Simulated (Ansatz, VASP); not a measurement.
SiGe in VASP and in Ansatz

```
Si Ge
1.0
     3.57749    0.00000    0.00000
    -1.78875    3.09820    0.00000
     0.00000    0.00000    7.68378
Si Ge
2 2
Cartesian
  1.7887 1.0327 6.7203
  0.0000 2.0655 2.8784
  1.7887 1.0327 3.8449
  0.0000 2.0655 0.0030
```

Alike in both runs: task single point; functional r2SCAN; k mesh 12 × 12 × 6; occupations gaussian, width 0.05 eV; no spin polarisation.

```csv
,VASP,Ansatz
version,VASP 6.6.1,Ansatz 0.2.0
potentials or method,"VASP PAW PBE potentials, release 64 (Si, Ge_d), cutoff 520 eV","scalar-relativistic, plane waves, PAW"
valence electrons in the cell,36,36
```

|  | VASP | Ansatz | Ansatz less VASP |
| --- | --- | --- | --- |
| gap on the k mesh at the Fermi level (eV) | none | none | - |
| pressure (GPa) | 7.3 | 7.4 | +0.05 |
| traceless stress, the component that is largest in VASP (GPa) | -22.57 | -22.50 | +0.076 |
| rms of the force components (eV/Å) | 0.561 | 0.563 | +0.0019 |

VASP's potentials were made for PBE, not for r2SCAN. Atom by atom the forces differ by 0.002 eV/Å (rms over components). A gap of «none» marks a metal or a gap that the smearing closes.
